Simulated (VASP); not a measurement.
# Li2Pt (P6/mmm) in VASP: a series of runs

The runs below take Li2Pt through single point, with LDA.

Everything below comes from runs of VASP 6.6.1. Logs are shortened: lines on timing, memory, paths and dates and some standing lists are left out, and cuts for length are marked.

## (1) The cell of the first run

Symmetry: P6/mmm, No. 191, hexagonal system. Conventional cell: a = 4.102 Å, b = 4.102 Å, c = 2.661 Å, α = 90.00°, β = 90.00°, γ = 120.00°. Within 3.1 Å of Li (site symmetry -6m2) lie 5 Li at 2.37 to 2.66 Å and 6 Pt at 2.72 Å. Within 3.5 Å of Pt (site symmetry 6/mmm) lie 2 Pt at 2.66 Å and 12 Li at 2.72 Å.

## (2) Single point, LDA (equal xx and yy strain of -2 %)

File INCAR:

```
SYSTEM = Li2Pt
  ALGO = Normal
  EDIFF = 1E-7
  ENCUT = 520
  GGA = CA
  ISIF = 2
  ISMEAR = -1
  LASPH = .True.
  LCHARG = .False.
  LREAL = .False.
  LWAVE = .False.
  NBANDS = 15
  NELM = 100
  PREC = Accurate
  SIGMA = 0.03
```

File KPOINTS:

```
k-points
0
Gamma
  9 9 12
  0 0 0
```

File POSCAR:

```
Li2Pt
1.0
    4.1022790069      0.0000000000      0.0000000000
   -2.0511395034      3.5526778334      0.0000000000
    0.0000000000      0.0000000000      2.6610000000
Li Pt
2 1
Direct
    0.3333333333      0.6666666667      0.5000000000
    0.6666666667      0.3333333333      0.5000000000
    0.0000000000      0.0000000000      0.0000000000
```

Potentials or basis: VASP PAW LDA potentials, release 64 (Li_sv, Pt).

Launch:

```bash
$ cat potpaw_LDA.64/Li_sv/POTCAR potpaw_LDA.64/Pt/POTCAR > POTCAR
$ mpirun -np 1 vasp_std > vasp.out
```

OUTCAR:

```text
SYSTEM = Li2Pt
   EDIFF = 1E-7
   ENCUT = 520
   GGA = CA
   ISIF = 2
   ISMEAR = -1
   LASPH = .True.
   LREAL = .False.
   NELM = 100
   PREC = Accurate

 ion  position               nearest neighbor table
   1  0.333  0.667  0.500-   2 2.37   2 2.37   2 2.37   3 2.72   3 2.72   3 2.72   3 2.72   3 2.72
                             3 2.72
   2  0.667  0.333  0.500-   1 2.37   1 2.37   1 2.37   3 2.72   3 2.72   3 2.72   3 2.72   3 2.72
                             3 2.72
   3  0.000  0.000  0.000-   1 2.72   2 2.72   1 2.72   2 2.72   1 2.72   1 2.72   2 2.72   2 2.72
                             2 2.72   2 2.72   1 2.72   1 2.72

  LATTYP: Found a hexagonal cell.
 ALAT       =     4.1022790069
 C/A-ratio  =     0.6486638270

  Lattice vectors:

 A1 = (   4.1022790069,   0.0000000000,   0.0000000000)
 A2 = (  -2.0511395034,   3.5526778334,   0.0000000000)
 A3 = (   0.0000000000,   0.0000000000,   2.6610000000)

Analysis of symmetry for initial positions (statically):
=====================================================================
 Subroutine PRICEL returns:
 Original cell was already a primitive cell.

 Routine SETGRP: Setting up the symmetry group for a
 hexagonal supercell.

 Subroutine GETGRP returns: Found 24 space group operations
 (whereof 24 operations were pure point group operations)
 out of a pool of 24 trial point group operations.

The static configuration has the point symmetry D_6h.

Analysis of symmetry for dynamics (positions and initial velocities):
=====================================================================
 Subroutine PRICEL returns:
 Original cell was already a primitive cell.

 Routine SETGRP: Setting up the symmetry group for a
 hexagonal supercell.

 Subroutine GETGRP returns: Found 24 space group operations
 (whereof 24 operations were pure point group operations)
 out of a pool of 24 trial point group operations.

The dynamic configuration has the point symmetry D_6h.

 Subroutine INISYM returns: Found 24 space group operations
 (whereof 24 operations are pure point group operations),
 and found     1 'primitive' translations

----------------------------------------------------------------------------------------

                                     Primitive cell

  volume of cell :      38.7816

  direct lattice vectors                    reciprocal lattice vectors
     4.102279007  0.000000000  0.000000000     0.243766940  0.140738908  0.000000000
    -2.051139503  3.552677833  0.000000000     0.000000000  0.281477817  0.000000000
     0.000000000  0.000000000  2.661000000     0.000000000  0.000000000  0.375798572

  length of vectors
     4.102279007  4.102279007  2.661000000     0.281477817  0.281477817  0.375798572

  position of ions in fractional coordinates (direct lattice)
     0.333333333  0.666666667  0.500000000
     0.666666667  0.333333333  0.500000000
     0.000000000  0.000000000  0.000000000

  ion indices of the primitive-cell ions
   primitive index   ion index
                 1           1
                 2           2
                 3           3

----------------------------------------------------------------------------------------

 KPOINTS: k-points

Automatic generation of k-mesh.
 Grid dimensions read from file:
 generate k-points for:    9    9   12

 Generating k-lattice:

  Cartesian coordinates                     Fractional coordinates (reciprocal lattice)
     0.027085216  0.015637656  0.000000000     0.111111111  0.000000000  0.000000000
     0.000000000  0.031275313  0.000000000     0.000000000  0.111111111  0.000000000
     0.000000000  0.000000000  0.031316548     0.000000000  0.000000000  0.083333333

  Length of vectors
     0.031275313  0.031275313  0.031316548

  Shift w.r.t. Gamma in fractional coordinates (k-lattice)
     0.000000000  0.000000000  0.000000000

 Subroutine IBZKPT returns following result:
 ===========================================

 Found     84 irreducible k-points:

 Following reciprocal coordinates:
            Coordinates               Weight
  0.000000  0.000000  0.000000      1.000000
  0.111111 -0.000000  0.000000      6.000000
  0.222222 -0.000000  0.000000      6.000000
  0.333333  0.000000  0.000000      6.000000
  0.444444 -0.000000  0.000000      6.000000
  0.111111  0.111111  0.000000      6.000000
[... 16 lines left out ...]
  0.333333  0.222222  0.083333     24.000000
  0.333333  0.333333  0.083333      4.000000
 [... further k-points ...]
   k-points           NKPTS =     84   k-points in BZ     NKDIM =     84   number of bands    NBANDS=     15
   number of dos      NEDOS =    301   number of ions     NIONS =      3
   total plane-waves  NPLWV =  20480
   dimension x,y,z NGX =    32 NGY =   32 NGZ =   20
   dimension x,y,z NGXF=    64 NGYF=   64 NGZF=   40
   ions per type =               2   1
   NGX,Y,Z   is equivalent  to a cutoff of  12.97, 12.97, 12.49 a.u.
   NGXF,Y,Z  is equivalent  to a cutoff of  25.94, 25.94, 24.99 a.u.
 SYSTEM =  Li2Pt
   PREC   = accura    normal or accurate (medium, high low for compatibility)
   ISTART =      0    job   : 0-new  1-cont  2-samecut
   ICHARG =      2    charge: 1-file 2-atom 10-const
   ISPIN  =      1    spin polarized calculation?
   LNONCOLLINEAR =      F non collinear calculations
   LSORBIT =      F    spin-orbit coupling
   LASPH  =      T    aspherical Exc in radial PAW
   ENCUT  =  520.0 eV  38.22 Ry    6.18 a.u.   7.63  7.63  4.95*2*pi/ulx,y,z
   NELM   =    100;   NELMIN=  2; NELMDL= -5     # of ELM steps
   EDIFF  = 0.1E-06   stopping-criterion for ELM
   LREAL  =      F    real-space projection
   EDIFFG = 0.1E-05   stopping-criterion for IOM
   NSW    =      0    number of steps for IOM
   IBRION =     -1    ionic relax: 0-MD 1-quasi-New 2-CG
   NFREE  =      0    steps in history (QN), initial steepest desc. (CG)
   ISIF   =      2    stress and relaxation
   ISYM   =      2    0-nonsym 1-usesym 2-fastsym
   POTIM  = 0.5000    time-step for ionic-motion
   TEBEG  =    0.0;   TEEND  =   0.0 temperature during run
   PSTRESS=    0.0 pullay stress
   NELECT =      16.0000    total number of electrons
   NUPDOWN=      -1.0000    fix difference up-down
   EMIN   =  10.00;   EMAX   =-10.00  energy-range for DOS
   EFERMI =   0.00;   METHOD = LEGACY
   ISMEAR =    -1;   SIGMA  =   0.03  broadening in eV -4-tet -1-fermi 0-gaus
   EFERMI_NEDOS =   21; number of points for ismear=-14 and -15
   IALGO  =     38    algorithm
   IMIX   =      4    mixing-type and parameters
     AMIX     =   0.40;   BMIX     =  1.00
     AMIX_MAG =   1.60;   BMIX_MAG =  1.00
  volume/ion in A,a.u.               =      12.93        87.24
  Fermi-wavevector in a.u.,A,eV,Ry     =   1.218726  2.303059 20.208650  1.485294
  Thomas-Fermi vector in A             =   2.354003
   LORBIT       =      0    0 simple, 1 ext, 2 COOP (PROOUT), +10 PAW based schemes
   GGA     = CA    functional components
   LHFCALC =     F    Hartree Fock is set to
   AEXX    =    0.0000 exact exchange contribution
   IVDW    =     0    specifies the selected vdW correction
   LEPSILON=     F    determine dielectric tensor
   LRPA    =     F    only Hartree local field effects (RPA)
 non-spin polarized calculation
  energy-cutoff  :      520.00
  volume of cell :       38.78
 maximum number of plane-waves:      1102
 NGX is ok and might be reduce to    32
   NGX = 15   NGY = 15   NGZ =  9

 number of electron      16.0000001 magnetization

 Free energy of the ion-electron system (eV)
  ---------------------------------------------------
  ext. energy  EPLUGINS =         0.00000000
  ---------------------------------------------------
  free energy    TOTEN  =       -13.16900045 eV

  energy without entropy =      -13.16486169  energy(sigma->0) =      -13.16693107

 E-fermi :   5.3689     XC(G=0): -10.6391

 val. band max:        5.3204370815   @ k =   0.3333   0.0000   0.4167
 cond. band min:       5.3701911707   @ k =   0.2222   0.2222   0.4167
 fundamental gap:      0.0497540891
 Fermi energy:         5.3688971741

 k-point     1 :       0.0000    0.0000    0.0000
  band No.  band energies     occupation
      1     -39.2481      2.00000
      2     -39.1057      2.00000
      3      -1.3064      2.00000
      4       0.9506      2.00000
      5       2.0071      2.00000
      6       2.0071      2.00000
      7       4.7143      2.00000
      8       4.7143      2.00000
      9       9.4813      0.00000
     10       9.4813      0.00000
     11      12.1011      0.00000
     12      12.1011      0.00000
     13      14.8952      0.00000
     14      16.2482      0.00000
     15      16.8304      0.00000

 k-point     2 :       0.1111   -0.0000    0.0000
  band No.  band energies     occupation
      1     -39.2442      2.00000
      2     -39.1095      2.00000
      3      -1.2324      2.00000
      4       0.9991      2.00000
      5       2.0081      2.00000
      6       2.0988      2.00000
      7       4.6951      2.00000
      8       4.7107      2.00000
      9       8.5155      0.00000
     10       8.8349      0.00000
     11      12.7089      0.00000
     12      12.8836      0.00000
     13      15.1589      0.00000
     14      16.7175      0.00000
     15      17.0415      0.00000

 k-point     3 :       0.2222   -0.0000    0.0000
  band No.  band energies     occupation
      1     -39.2332      2.00000
      2     -39.1203      2.00000
      3      -1.0444      2.00000
      4       1.1483      2.00000
      5       2.0437      2.00000
      6       2.3597      2.00000
      7       4.6474      2.00000
      8       4.7015      2.00000
      9       6.8861      0.00000
     10       7.7372      0.00000
     11      13.2636      0.00000
     12      14.4005      0.00000
     13      15.8890      0.00000
     14      17.6504      0.00000
     15      18.1341      0.00000

 k-point     4 :       0.3333    0.0000    0.0000
  band No.  band energies     occupation
      1     -39.2173      2.00000
      2     -39.1358      2.00000
      3      -0.8354      2.00000
      4       1.3535      2.00000
      5       2.2513      2.00000
      6       2.7323      2.00000
      7       4.5946      2.00000
      8       4.6912      2.00000
      9       5.3074      1.77158
     10       6.7383      0.00000
     11      13.4749      0.00000
     12      16.1311      0.00000
     13      16.8701      0.00000
     14      18.5841      0.00000
     15      20.0359      0.00000
[... 307 lines left out ...]
 k-point    22 :       0.2222    0.2222    0.0833
  band No.  band energies     occupation
      1     -39.2059      2.00000
      2     -39.1428      2.00000
      3      -0.4547      2.00000
      4       1.6851      2.00000
      5       2.1285      2.00000
      6       3.0682      2.00000
      7       3.9289      2.00000
      8       4.2034      2.00000
      9       5.3907      0.65244
     10       6.7279      0.00000
     11      13.8585      0.00000
     12      15.5748      0.00000
     13      17.4600      0.00000
     14      18.3703      0.00000
     15      20.6143      0.00000

 k-point    23 :       0.3333    0.2222    0.0833
  band No.  band energies     occupation
      1     -39.1902      2.00000
      2     -39.1583      2.00000
      3      -0.3334      2.00000
      4       1.9105      2.00000
      5       2.4031      2.00000
      6       3.0361      2.00000
      7       3.7511      2.00000
      8       4.1089      2.00000
      9       5.0789      1.99987
     10       6.1099      0.00000
     11      13.9820      0.00000
     12      16.3993      0.00000
     13      17.3952      0.00000
     14      19.6461      0.00000
     15      20.2208      0.00000

 k-point    24 :       0.3333    0.3333    0.0833
  band No.  band energies     occupation
      1     -39.1742      2.00000
      2     -39.1742      2.00000
      3      -0.2838      2.00000
      4       2.3912      2.00000
      5       2.3912      2.00000
      6       2.4722      2.00000
      7       3.9740      2.00000
      8       3.9740      2.00000
      9       5.4791      0.04947
     10       5.4791      0.04947
     11      14.1489      0.00000
     12      16.8191      0.00000
     13      16.8191      0.00000
     14      20.2321      0.00000
     15      20.2321      0.00000

 [... further k-points ...]

------------------------ aborting loop because EDIFF is reached ----------------------------------------

  FORCE on cell =-STRESS in cart. coord.  units (eV):
  Direction    XX          YY          ZZ          XY          YZ          ZX
  --------------------------------------------------------------------------------------
  -------------------------------------------------------------------------------------
  Total       -0.3349034     -0.3349034     -0.8596146     -0.0000000     -0.0000000      0.0000000
  in kB      -13.8357993    -13.8357993    -35.5130915     -0.0000000     -0.0000000      0.0000000
  external PRESSURE =     -21.0615633 kB  Pullay stress =       0.0000000 kB

 VOLUME and BASIS-vectors are now :
 -----------------------------------------------------------------------------
  energy-cutoff  :      520.00
  volume of cell :       38.78
      direct lattice vectors                 reciprocal lattice vectors
     4.102279007  0.000000000  0.000000000     0.243766940  0.140738908  0.000000000
    -2.051139503  3.552677833  0.000000000     0.000000000  0.281477817  0.000000000
     0.000000000  0.000000000  2.661000000     0.000000000  0.000000000  0.375798572

 POSITION                                       TOTAL-FORCE (eV/Angst)
 -----------------------------------------------------------------------------------
     -0.00000      2.36845      1.33050        -0.000000      0.000000     -0.000000
      2.05114      1.18423      1.33050         0.000000      0.000000      0.000000
      0.00000      0.00000      0.00000         0.000000      0.000000      0.000000
 -----------------------------------------------------------------------------------
    total drift:                                0.000000     -0.000000     -0.000000

  FREE ENERGIE OF THE ION-ELECTRON SYSTEM (eV)
  ---------------------------------------------------
  free  energy   TOTEN  =       -13.1690004539 eV

  energy  without entropy=      -13.1648616870  energy(sigma->0) =      -13.16693107
```

Run time: 27 s. Hardware: 1 thread of Intel Xeon Platinum 8259CL at 2.50GHz (Skylake/Cascade Lake), shared host; peak memory 0.17 GiB.

Results:

```yaml
Free_energy: -13.1690 eV
Band_gap_on_the_k_mesh: zero (bands 8 and 9 overlap by 1.83 eV)
```

Caveat: the cell differs from its parent crystal (equal xx and yy strain of -2 %); the cutoff is under 1.25 times the usual one of these potentials, so pressure, stress and relaxed cells hold a basis-set (Pulay) error; spin-orbit coupling is left out, which moves the levels of the heavy elements.

(Part 1 of 2 ends here.)
